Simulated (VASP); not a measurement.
## GaAs: electric field gradients with LDA

GaAs:

```
Ga As
1.0
     0.00000    2.86405    2.86405
     2.86405    0.00000    2.86405
     2.86405    2.86405    0.00000
Ga As
1 1
Direct
  0.00000 0.00000 0.00000
  0.75000 0.75000 0.75000
```

This cell differs from its parent crystal: volume scaled by 1.04.

- Program: VASP 6.6.1
- Task: electric field gradients
- Functional: LDA
- Potentials or basis: VASP PAW LDA potentials, release 64 (Ga_d, As)
- Cutoff: 520 eV
- k mesh: 10 × 10 × 10
- Occupations: fermi-dirac, width 0.08 eV
- Spin: no spin polarisation
- Dipole correction: no
- Further INCAR settings: ALGO = Normal; EDIFF = 1e-08; NBANDS = 16

The pressure is -3.9 GPa.

Levels at points of the mesh, in eV from the Fermi level:
```
           k point  band 7  band 8  band 9  band 10  band 11  band 12
(0.00, 0.00, 0.00)   -0.17   -0.17   -0.17    -0.12     3.49     3.49
(0.50, 0.00, 0.00)   -6.65   -1.26   -1.26     0.59     4.40     4.40
(0.50, 0.50, 0.00)   -6.86   -2.72   -2.72     1.24     1.40     9.57
```

It took 14 s on 1 thread of Intel(R) Xeon(R) 6975P-C (Granite Rapids) (shared host), peak memory 0.17 GiB.

Caveat: without QUAD_EFG the Cq values of the log hold for a quadrupole moment of 1 mb, not for the nuclei.
